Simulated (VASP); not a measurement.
## MnHg: single point with PBE

Crystal: MnHg.

```
CELL_PARAMETERS angstrom
3.31500 0.00000 0.00000
0.00000 3.31500 0.00000
0.00000 0.00000 6.63000
ATOMIC_POSITIONS crystal
Mn 0.50000 0.50000 0.25000
Mn 0.50000 0.50000 0.75000
Hg 0.00000 0.00000 0.00000
Hg 0.00000 0.00000 0.50000
```

| Item | Value |
| --- | --- |
| Program | VASP 6.6.1 |
| Task | single point |
| Functional | PBE |
| Potentials or basis | VASP PAW PBE potentials, release 64 (Mn_pv, Hg) |
| Cutoff | 520 eV |
| k mesh | 9 × 9 × 5 |
| Occupations | fermi-dirac, width 0.1 eV |
| Spin | collinear spin, ferromagnetic start |
| Starting moments | [4.0, 4.0, 0.0, 0.0] μB |
| Dipole correction | no |
| Further INCAR settings | ALGO = Normal; EDIFF = 1e-07; NBANDS = 37 |

```
Pressure                                              : 0.8 GPa
Net moment                                            : 7.77 μB per cell
Site moments                                          : Mn +3.80; Hg -0.05 μB
Valence electrons inside the program's atomic spheres : Mn 11.40; Hg 10.59
```

Levels at points of the mesh, in eV from the Fermi level:
Spin up:
```tsv
k point	band 26	band 27	band 28	band 29	band 30	band 31	band 32	band 33
(0.00, 0.00, 0.00)	-2.04	-2.04	-2.04	-1.55	4.89	4.89	4.89	8.58
```
Spin down:
```tsv
k point	band 19	band 20	band 21	band 22	band 23	band 24
(0.00, 0.00, 0.00)	-4.45	-0.03	0.32	0.32	0.45	0.45
```

It took 5.4 min on 1 thread of Intel Xeon 8259CL, on a shared host, peak memory 0.34 GiB.

Caveat: spin-orbit coupling is left out, which moves the levels of the heavy elements.
